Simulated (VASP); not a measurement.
A run of VASP 6.6.1 is set up as follows.

File INCAR:

```
SYSTEM = VH2
  PREC = Accurate
  ENCUT = 520
  EDIFF = 1E-7
  ISMEAR = 0
  SIGMA = 0.1
  LREAL = .False.
  LASPH = .True.
  NELM = 60
  ALGO = Normal
  ISIF = 2
  LWAVE = .False.
  LCHARG = .False.
  GGA = PS
  NBANDS = 24
```

KPOINTS

```
Automatic mesh
0
Gamma
  12 12 8
  0 0 0
```

Contents of POSCAR:

```
VH2
1.0
    2.0196255882      2.0196255882      0.0000000000
   -2.0196255882      2.0196255882      0.0000000000
    0.0000000000      0.0000000000      4.2736060869
V H
2 4
Direct
    0.0000000000      0.0000000000      0.0000000000
    0.5000000000      0.5000000000      0.5000000000
    0.0000000000      0.5000000000      0.7500000000
    0.5000000000      0.0000000000      0.7500000000
    0.5000000000      0.0000000000      0.2500000000
    0.0000000000      0.5000000000      0.2500000000
```

Potentials or basis: VASP PAW PBE potentials, release 64 (V_sv, H).

The run is started by

```console
$ cat potpaw_PBE.64/V_sv/POTCAR potpaw_PBE.64/H/POTCAR > POTCAR
$ mpirun -np 1 vasp_std > vasp.out
```

What does it give for the band gap on the k mesh?

Zero (bands 15 and 16 overlap by 2.59 eV).

Estimate the pressure.

7.3 GPa.

Stress tensor (GPa, compression positive):
```
10.82  0.00  0.00
 0.00 10.82  0.00
 0.00  0.00  0.16
```

Caveat: the cell differs from its parent crystal (biaxial strain in the a-b plane: -3.0 %, then relaxed in part); the cell stands under pressure; the PAW data sets were made with another functional, which shifts forces and pressure a little.
